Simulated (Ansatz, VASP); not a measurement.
## Two plane-wave programs on BN

```
B N
1.0
     2.55394    0.00000    0.00000
    -1.27697    2.21178    0.00000
     0.00000    0.00000    4.22685
B N
2 2
Cartesian
  1.2770 0.7373 4.2257
  0.0000 1.4745 2.1123
  1.0520 0.7373 2.4180
  0.0000 1.4745 0.5295
```

Alike in both runs: task single point; functional r2SCAN; k mesh 12 × 12 × 6; occupations gaussian, width 0.05 eV; no spin polarisation.

|  | VASP | Ansatz |
| --- | --- | --- |
| version | VASP 6.6.1 | Ansatz 0.2.0 |
| potentials or method | VASP PAW PBE potentials, release 64 (B, N), cutoff 520 eV | scalar-relativistic, plane waves, PAW |
| valence electrons in the cell | 16 | 16 |

|  | VASP | Ansatz | Ansatz less VASP |
| --- | --- | --- | --- |
| gap on the k mesh at the Fermi level (eV) | 4.77 | 4.78 | +0.007 |
| least direct gap on the mesh (eV) | 6.70 | 6.69 | -0.007 |
| pressure (GPa) | 16.3 | 15.5 | -0.87 |
| traceless stress, the component that is largest in VASP (GPa) | -19.14 | -19.03 | +0.114 |
| rms of the force components (eV/Å) | 4.321 | 4.332 | +0.0103 |

VASP's potentials were made for PBE, not for r2SCAN. Atom by atom the forces differ by 0.020 eV/Å (rms over components).
